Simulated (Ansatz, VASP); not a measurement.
**MnO2 in VASP and in Ansatz**

```
CELL_PARAMETERS angstrom
2.90416 0.00000 0.00000
0.00000 3.84481 0.00000
0.00000 0.00000 6.16426
ATOMIC_POSITIONS crystal
Mn 0.50000 0.50000 0.34330
Mn 0.00000 0.00000 0.65670
O 0.50000 0.00000 0.83757
O 0.00000 0.50000 0.16243
O 0.50000 0.00000 0.42180
O 0.00000 0.50000 0.57820
```

Alike in both runs: task single point; functional PBEsol; k mesh 8 × 6 × 4; occupations fermi-dirac, width 0.05 eV; collinear spin; fixed moment 2 μB.

|  | VASP | Ansatz |
| --- | --- | --- |
| version | VASP 6.6.1 | Ansatz 0.2.0 |
| potentials or method | VASP PAW PBE potentials, release 64 (Mn_pv, O) | Ansatz PAW |
| plane-wave cutoff (eV) | 520 | 420 |
| valence electrons in the cell | 50 | 54 |

|  | VASP | Ansatz | Ansatz less VASP |
| --- | --- | --- | --- |
| pressure (GPa) | -20.8 | -21.5 | -0.66 |
| traceless stress, the component that is largest in VASP (GPa) | -7.86 | -8.25 | -0.388 |
| rms of the force components (eV/Å) | 0.972 | 1.014 | +0.0423 |
| net moment per atom (μB) | 0.33 | 0.33 | 0.000 |
| size of the moment on the site where the two differ most (μB) | 1.01 | 0.87 | -0.147 |

VASP's potentials were made for PBE, not for PBEsol. Site moments also hang on the region over which each program counts them. Atom by atom the forces differ by 0.043 eV/Å (rms over components). VASP's potentials hold 50 valence electrons a cell and Ansatz's 54, so a difference there can come from the potentials and not from the codes.
